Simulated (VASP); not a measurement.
Wanted: the native input for a VASP 6.6.1 run.

```yaml
Task: single point
Functional: PBE
Potentials_or_basis: VASP PAW PBE potentials, release 64 (Gd, N)
Cutoff: 520 eV
k_mesh: 10 × 10 × 8
Occupations: gaussian, width 0.05 eV
Spin: collinear spin, antiferromagnetic start
Starting_moments: "[7.0, -7.0, 0.0, 0.0] μB"
Dipole_correction: no
Further_INCAR_settings: ALGO = Normal; EDIFF = 1e-06; NBANDS = 35
```

The structure of GdN lies in POSCAR:

```
GdN
1.0
    4.0626592880      0.0000000000      0.0000000000
   -2.0313296440      3.5183661503      0.0000000000
    0.0000000000      0.0000000000      5.0658774164
Gd N
2 2
Direct
    0.6666666667      0.3333333333      0.0497796170
    0.3333333333      0.6666666667      0.5497796170
    0.6666666667      0.3333333333      0.5754203830
    0.3333333333      0.6666666667      0.0754203830
```

These files were run (other wordings do the same):

INCAR

```
ALGO     = Normal         # electronic algorithm
EDIFF    = 1E-6           # SCF threshold, eV
ENCUT    = 520            # plane-wave cutoff, eV
GGA      = PE             # functional
ISIF     = 2              # what is computed and relaxed
ISMEAR   = 0              # smearing method
ISPIN    = 2              # spin polarisation
LASPH    = T              # aspherical terms in the spheres
LCHARG   = F              # write CHGCAR
LMAXMIX  = 6              # l up to which the mixer works
LORBIT   = 11             # projections on sites
LREAL    = F              # projectors in reciprocal space
LWAVE    = F              # write WAVECAR
MAGMOM   = 7 -7 0 0       # initial moments
NBANDS   = 35             # bands
NELM     = 150            # most SCF steps
PREC     = Accurate       # precision mode
SIGMA    = 0.05           # smearing width, eV
```

KPOINTS

```
k-points
0
Gamma
  10 10 8
```

Potentials or basis: VASP PAW PBE potentials, release 64 (Gd, N).

The run is started by

```bash
$ cat potpaw_PBE.64/Gd/POTCAR potpaw_PBE.64/N/POTCAR > POTCAR
$ mpirun -np 1 vasp_std > vasp.out
```

Results of the run:

| Item | Value |
| --- | --- |
| Pressure | 0.2 GPa |
| Largest force | 0.014 eV/Å |
| Band gap on the k mesh | 1.26 eV (least direct gap 1.54 eV) |
| Net moment | 0.00 μB per cell |
| Site moments | Gd +6.77, -6.77; N +0.02, -0.02 μB |
| Valence electrons inside the program's atomic spheres | Gd 15.25; N 3.66 |

Caveat: the antiferromagnetic order is the one typed at the start, and another may lie lower; spin-orbit coupling is left out, which moves the levels of the heavy elements; semilocal functionals describe open f shells poorly, which spoils levels, moments and volumes.

Wall time 56 min on 1 thread of Intel(R) Xeon(R) Platinum 8488C (Sapphire Rapids) (shared host), peak memory 0.44 GiB.
